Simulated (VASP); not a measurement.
# Si (Fd-3m) in VASP: further runs

Runs on Si. Level: r2SCAN. Tasks: single point.

Everything below comes from runs of VASP 6.6.1. Logs are shortened: lines on timing, memory, paths and dates and some standing lists are left out, and cuts for length are marked.

## 1. The cell of the first run

It takes space group Fd-3m (No. 227, cubic). Conventional cell: a = 5.444 Å, b = 5.444 Å, c = 5.444 Å, α = 90.00°, β = 90.00°, γ = 90.00°. Si (site symmetry -43m) has 4 Si at 2.36 Å within 3.1 Å.

## 2. Single point, r2SCAN

Contents of POSCAR:

```
Si
1.0
    0.0000000000      2.7221053415      2.7221053415
    2.7221053415      0.0000000000      2.7221053415
    2.7221053415      2.7221053415      0.0000000000
Si
2
Direct
    0.5000000000      0.5000000000      0.5000000000
    0.7500000000      0.7500000000      0.7500000000
```

Contents of INCAR.step1:

```
SYSTEM = Si
ALGO = Normal
EDIFF = 1E-4
ENCUT = 520
GGA = PE
ISMEAR = 0
LASPH = .TRUE.
LCHARG = .FALSE.
LREAL = .FALSE.
LWAVE = .TRUE.
NBANDS = 11
NELM = 80
PREC = Accurate
SIGMA = 0.05
```

Contents of INCAR.step2:

```
SYSTEM = Si
ALGO = Normal
EDIFF = 1E-7
ENCUT = 520
ISIF = 2
ISMEAR = 0
ISTART = 1
LASPH = .TRUE.
LCHARG = .TRUE.
LELF = .TRUE.
LMIXTAU = .TRUE.
LREAL = .FALSE.
LVHAR = .TRUE.
LWAVE = .FALSE.
METAGGA = R2SCAN
NBANDS = 11
NELM = 80
PREC = Accurate
SIGMA = 0.05
```

Contents of KPOINTS:

```
k-points
0
G
  8 8 8
  0 0 0
```

Potentials or basis: VASP PAW PBE potentials, release 64 (Si).

Command:

```sh
> cat potpaw_PBE.64/Si/POTCAR > POTCAR
> cp INCAR.step1 INCAR
> mpirun -np 1 vasp_std > vasp.out
> cp INCAR.step2 INCAR
> mpirun -np 1 vasp_std > vasp.out
```

OUTCAR:

```text
SYSTEM = Si
   EDIFF = 1E-7
   ENCUT = 520
   ISIF = 2
   ISMEAR = 0
   ISTART = 1
   LASPH = .TRUE.
   LREAL = .FALSE.
   METAGGA = R2SCAN
   NELM = 80
   PREC = Accurate

 ion  position               nearest neighbor table
   1  0.500  0.500  0.500-   2 2.36   2 2.36   2 2.36   2 2.36
   2  0.750  0.750  0.750-   1 2.36   1 2.36   1 2.36   1 2.36

  LATTYP: Found a face centered cubic cell.
 ALAT       =     5.4442106830

  Lattice vectors:

 A1 = (   0.0000000000,   2.7221053415,   2.7221053415)
 A2 = (   2.7221053415,   0.0000000000,   2.7221053415)
 A3 = (   2.7221053415,   2.7221053415,   0.0000000000)

Analysis of symmetry for initial positions (statically):
=====================================================================
 Subroutine PRICEL returns:
 Original cell was already a primitive cell.

 Routine SETGRP: Setting up the symmetry group for a
 face centered cubic supercell.

 Subroutine GETGRP returns: Found 48 space group operations
 (whereof 24 operations were pure point group operations)
 out of a pool of 48 trial point group operations.

The static configuration has the point symmetry T_d .
 The point group associated with its full space group is O_h .

Analysis of symmetry for dynamics (positions and initial velocities):
=====================================================================
 Subroutine PRICEL returns:
 Original cell was already a primitive cell.

 Routine SETGRP: Setting up the symmetry group for a
 face centered cubic supercell.

 Subroutine GETGRP returns: Found 48 space group operations
 (whereof 24 operations were pure point group operations)
 out of a pool of 48 trial point group operations.

The dynamic configuration has the point symmetry T_d .
 The point group associated with its full space group is O_h .

 Subroutine INISYM returns: Found 48 space group operations
 (whereof 24 operations are pure point group operations),
 and found     1 'primitive' translations

----------------------------------------------------------------------------------------

                                     Primitive cell

  volume of cell :      40.3408

  direct lattice vectors                    reciprocal lattice vectors
     0.000000000  2.722105341  2.722105341    -0.183681356  0.183681356  0.183681356
     2.722105341  0.000000000  2.722105341     0.183681356 -0.183681356  0.183681356
     2.722105341  2.722105341  0.000000000     0.183681356  0.183681356 -0.183681356

  length of vectors
     3.849638292  3.849638292  3.849638292     0.318145441  0.318145441  0.318145441

  position of ions in fractional coordinates (direct lattice)
     0.500000000  0.500000000  0.500000000
     0.750000000  0.750000000  0.750000000

  ion indices of the primitive-cell ions
   primitive index   ion index
                 1           1
                 2           2

----------------------------------------------------------------------------------------

 KPOINTS: k-points

Automatic generation of k-mesh.
 Grid dimensions read from file:
 generate k-points for:    8    8    8

 Generating k-lattice:

  Cartesian coordinates                     Fractional coordinates (reciprocal lattice)
    -0.022960169  0.022960169  0.022960169     0.125000000  0.000000000  0.000000000
     0.022960169 -0.022960169  0.022960169     0.000000000  0.125000000  0.000000000
     0.022960169  0.022960169 -0.022960169     0.000000000  0.000000000  0.125000000

  Length of vectors
     0.039768180  0.039768180  0.039768180

  Shift w.r.t. Gamma in fractional coordinates (k-lattice)
     0.000000000  0.000000000  0.000000000

 Subroutine IBZKPT returns following result:
 ===========================================

 Found     29 irreducible k-points:

 Following reciprocal coordinates:
            Coordinates               Weight
  0.000000  0.000000  0.000000      1.000000
  0.125000  0.000000  0.000000      8.000000
  0.250000  0.000000  0.000000      8.000000
  0.375000  0.000000  0.000000      8.000000
  0.500000  0.000000  0.000000      4.000000
  0.125000  0.125000  0.000000      6.000000
[... 16 lines left out ...]
  0.500000  0.250000  0.125000     48.000000
 -0.375000  0.250000  0.125000     24.000000
 [... further k-points ...]
   k-points           NKPTS =     29   k-points in BZ     NKDIM =     29   number of bands    NBANDS=     11
   number of dos      NEDOS =    301   number of ions     NIONS =      2
   total plane-waves  NPLWV =  27000
   dimension x,y,z NGX =    30 NGY =   30 NGZ =   30
   dimension x,y,z NGXF=    60 NGYF=   60 NGZF=   60
   ions per type =               2
   NGX,Y,Z   is equivalent  to a cutoff of  12.96, 12.96, 12.96 a.u.
   NGXF,Y,Z  is equivalent  to a cutoff of  25.91, 25.91, 25.91 a.u.
 SYSTEM =  Si
   PREC   = accura    normal or accurate (medium, high low for compatibility)
   ISTART =      1    job   : 0-new  1-cont  2-samecut
   ICHARG =      0    charge: 1-file 2-atom 10-const
   ISPIN  =      1    spin polarized calculation?
   LNONCOLLINEAR =      F non collinear calculations
   LSORBIT =      F    spin-orbit coupling
   LASPH  =      T    aspherical Exc in radial PAW
   ENCUT  =  520.0 eV  38.22 Ry    6.18 a.u.   7.16  7.16  7.16*2*pi/ulx,y,z
   NELM   =     80;   NELMIN=  2; NELMDL=  0     # of ELM steps
   EDIFF  = 0.1E-06   stopping-criterion for ELM
   LREAL  =      F    real-space projection
   EDIFFG = 0.1E-05   stopping-criterion for IOM
   NSW    =      0    number of steps for IOM
   IBRION =     -1    ionic relax: 0-MD 1-quasi-New 2-CG
   NFREE  =      0    steps in history (QN), initial steepest desc. (CG)
   ISIF   =      2    stress and relaxation
   ISYM   =      2    0-nonsym 1-usesym 2-fastsym
   POTIM  = 0.5000    time-step for ionic-motion
   TEBEG  =    0.0;   TEEND  =   0.0 temperature during run
   PSTRESS=    0.0 pullay stress
   NELECT =       8.0000    total number of electrons
   NUPDOWN=      -1.0000    fix difference up-down
   EMIN   =  10.00;   EMAX   =-10.00  energy-range for DOS
   EFERMI =   0.00;   METHOD = LEGACY
   ISMEAR =     0;   SIGMA  =   0.05  broadening in eV -4-tet -1-fermi 0-gaus
   EFERMI_NEDOS =   21; number of points for ismear=-14 and -15
   IALGO  =     38    algorithm
   IMIX   =      4    mixing-type and parameters
     AMIX     =   0.40;   BMIX     =  1.00
     AMIX_MAG =   1.60;   BMIX_MAG =  1.00
  volume/ion in A,a.u.               =      20.17       136.12
  Fermi-wavevector in a.u.,A,eV,Ry     =   0.954677  1.804078 12.400467  0.911409
  Thomas-Fermi vector in A             =   2.083446
   LORBIT       =      0    0 simple, 1 ext, 2 COOP (PROOUT), +10 PAW based schemes
   METAGGA = R2SCAN    functional components
   LHFCALC =     F    Hartree Fock is set to
   AEXX    =    0.0000 exact exchange contribution
   IVDW    =     0    specifies the selected vdW correction
   LEPSILON=     F    determine dielectric tensor
   LRPA    =     F    only Hartree local field effects (RPA)
 non-spin polarized calculation
 Gauss-broadening in eV      SIGMA  =   0.05
  energy-cutoff  :      520.00
  volume of cell :       40.34
 maximum number of plane-waves:      1106
 NGX is ok and might be reduce to    30
   NGX = 15   NGY = 15   NGZ = 15

 number of electron       8.0000001 magnetization

 Free energy of the ion-electron system (eV)
  ---------------------------------------------------
  ext. energy  EPLUGINS =         0.00000000
  ---------------------------------------------------
  free energy    TOTEN  =       -17.54714129 eV

  energy without entropy =      -17.54714129  energy(sigma->0) =      -17.54714129

 E-fermi :   5.9164     XC(G=0):  -9.8250

 val. band max:        5.6631966639   @ k =   0.0000   0.0000   0.0000
 cond. band min:       6.4887939527   @ k =   0.3750   0.3750   0.0000
 fundamental gap:      0.8255972888
 Fermi energy:         5.9163885514

 k-point     1 :       0.0000    0.0000    0.0000
  band No.  band energies     occupation
      1      -6.8102      2.00000
      2       5.6632      2.00000
      3       5.6632      2.00000
      4       5.6632      2.00000
      5       8.4180      0.00000
      6       8.4180      0.00000
      7       8.4180      0.00000
      8       9.5607      0.00000
      9      13.7858      0.00000
     10      13.7858      0.00000
     11      14.3314      0.00000

 k-point     2 :       0.1250    0.0000    0.0000
  band No.  band energies     occupation
      1      -6.5967      2.00000
      2       4.0301      2.00000
      3       5.3602      2.00000
      4       5.3602      2.00000
      5       8.4454      0.00000
      6       8.8645      0.00000
      7       8.8645      0.00000
      8      10.8739      0.00000
      9      13.3104      0.00000
     10      13.3104      0.00000
     11      15.1192      0.00000

 k-point     3 :       0.2500    0.0000    0.0000
  band No.  band energies     occupation
      1      -5.9740      2.00000
      2       1.6068      2.00000
      3       4.8633      2.00000
      4       4.8633      2.00000
      5       8.0061      0.00000
      6       9.4160      0.00000
      7       9.4160      0.00000
      8      13.1565      0.00000
      9      13.2877      0.00000
     10      13.2877      0.00000
     11      15.3413      0.00000

 k-point     4 :       0.3750    0.0000    0.0000
  band No.  band energies     occupation
      1      -5.0407      2.00000
      2      -0.5027      2.00000
      3       4.5162      2.00000
      4       4.5162      2.00000
      5       7.6476      0.00000
      6       9.3674      0.00000
      7       9.3674      0.00000
      8      14.1454      0.00000
      9      14.7543      0.00000
     10      14.7543      0.00000
     11      16.0690      0.00000
[... 239 lines left out ...]
 k-point    22 :       0.3750    0.2500    0.1250
  band No.  band energies     occupation
      1      -5.4197      2.00000
      2       1.2297      2.00000
      3       2.8524      2.00000
      4       4.1734      2.00000
      5       8.3530      0.00000
      6       9.9256      0.00000
      7      10.1797      0.00000
      8      11.5360      0.00000
      9      13.9621      0.00000
     10      16.5754      0.00000
     11      17.5019      0.00000

 k-point    23 :       0.5000    0.2500    0.1250
  band No.  band energies     occupation
      1      -4.4914      2.00000
      2      -0.3959      2.00000
      3       2.2274      2.00000
      4       3.6504      2.00000
      5       8.8208      0.00000
      6       9.5278      0.00000
      7      11.0709      0.00000
      8      12.0009      0.00000
      9      15.2558      0.00000
     10      16.0297      0.00000
     11      18.3966      0.00000

 k-point    24 :      -0.3750    0.2500    0.1250
  band No.  band energies     occupation
      1      -3.8114      2.00000
      2      -1.3828      2.00000
      3       2.0960      2.00000
      4       3.4099      2.00000
      5       9.0403      0.00000
      6       9.0752      0.00000
      7      11.9812      0.00000
      8      13.2531      0.00000
      9      13.5719      0.00000
     10      16.8931      0.00000
     11      18.0906      0.00000

 [... further k-points ...]
[... 5 lines left out ...]
  --------------------------------------------------------------------------------------
  -------------------------------------------------------------------------------------
  Total       -0.0593329     -0.0593329     -0.0593329      0.0000000      0.0000000     -0.0000000
  in kB       -2.3564691     -2.3564691     -2.3564691      0.0000000      0.0000000     -0.0000000
  external PRESSURE =      -2.3564691 kB  Pullay stress =       0.0000000 kB

 VOLUME and BASIS-vectors are now :
 -----------------------------------------------------------------------------
  energy-cutoff  :      520.00
  volume of cell :       40.34
      direct lattice vectors                 reciprocal lattice vectors
     0.000000000  2.722105341  2.722105341    -0.183681356  0.183681356  0.183681356
     2.722105341  0.000000000  2.722105341     0.183681356 -0.183681356  0.183681356
     2.722105341  2.722105341  0.000000000     0.183681356  0.183681356 -0.183681356

 POSITION                                       TOTAL-FORCE (eV/Angst)
 -----------------------------------------------------------------------------------
      2.72211      2.72211      2.72211         0.000000      0.000000     -0.000000
      4.08316      4.08316      4.08316        -0.000000     -0.000000      0.000000
 -----------------------------------------------------------------------------------
    total drift:                                0.000000     -0.000000     -0.000000

  FREE ENERGIE OF THE ION-ELECTRON SYSTEM (eV)
  ---------------------------------------------------
  free  energy   TOTEN  =       -17.5471412930 eV

  energy  without entropy=      -17.5471412930  energy(sigma->0) =      -17.54714129
```

It took 49 s on 1 thread of Intel Xeon Platinum 8259CL at 2.50GHz (Skylake/Cascade Lake), shared host; peak memory 0.16 GiB.

Results:

```
Free energy            : -17.5471 eV
Pressure               : -0.2 GPa
Band gap on the k mesh : 0.83 eV, indirect (least direct gap 2.75 eV)
```

Caveat: the PAW data sets were made with another functional, which shifts forces and pressure a little. r2SCAN opens gaps a little over a GGA but as a rule still falls short of measured ones.

(Part 1 of 2 ends here.)
